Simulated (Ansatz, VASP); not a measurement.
# One calculation of LiF, two programs

Contents of INCAR:

```
SYSTEM = LiF
ALGO = Normal
EDIFF = 1E-8
ENCUT = 520
GGA = PE
ISIF = 2
ISMEAR = -1
LASPH = .TRUE.
LCHARG = .FALSE.
LEFG = .TRUE.
LREAL = .FALSE.
LWAVE = .FALSE.
NBANDS = 12
NELM = 60
PREC = Accurate
SIGMA = 0.03
```

KPOINTS

```
k-points
0
G
  10 10 10
  0 0 0
```

Contents of POSCAR:

```
LiF
1.0
    0.0000000000      2.0470222626      2.0470222626
    2.0470222626      0.0000000000      2.0470222626
    2.0470222626      2.0470222626      0.0000000000
Li F
1 1
Direct
    0.0000000000      0.0000000000      0.0000000000
    0.5000000000      0.5000000000      0.5000000000
```

Input for Ansatz:

```yaml
crystal:
  lattice:
    - [0.0, 2.0470222626, 2.0470222626]
    - [2.0470222626, 0.0, 2.0470222626]
    - [2.0470222626, 2.0470222626, 0.0]
  atoms:
    - { symbol: Li, position: [0.0, 0.0, 0.0] }
    - { symbol: F, position: [0.5, 0.5, 0.5] }
kpoints:
  mp_grid: { grid: [10, 10, 10] }
scf:
  occupations: { method: fermi_dirac, width: 0.03 }
hamiltonian:
  xc: pbe
  pseudopotentials: { kind: paw }
output:
  forces: true
  stress: true
  eigenvalues: true
  efg: { contact_densities: true }
  write_density: true
  write_potential: true
  elf: true
  volumetric_format: npy
```

Change from the starting cell: volume scaled by 1.05, PAW files.

Alike in both runs: task electric field gradients; functional PBE; k mesh 10 × 10 × 10; occupations fermi-dirac, width 0.03 eV; no spin polarisation.

```csv
,VASP,Ansatz
version,VASP 6.6.1,Ansatz 0.2.0
potentials or method,"VASP PAW PBE potentials, release 64 (Li_sv, F)","PAW with Ansatz's default frozen-core files, scalar-relativistic"
plane-wave cutoff (eV),520,420
valence electrons in the cell,10,10
```

|  | VASP | Ansatz | Ansatz less VASP |
| --- | --- | --- | --- |
| gap on the k mesh at the Fermi level (eV) | 8.67 | 8.67 | +0.001 |

Noted on VASP's run: the cutoff is short for stress, so the pressure is rough.
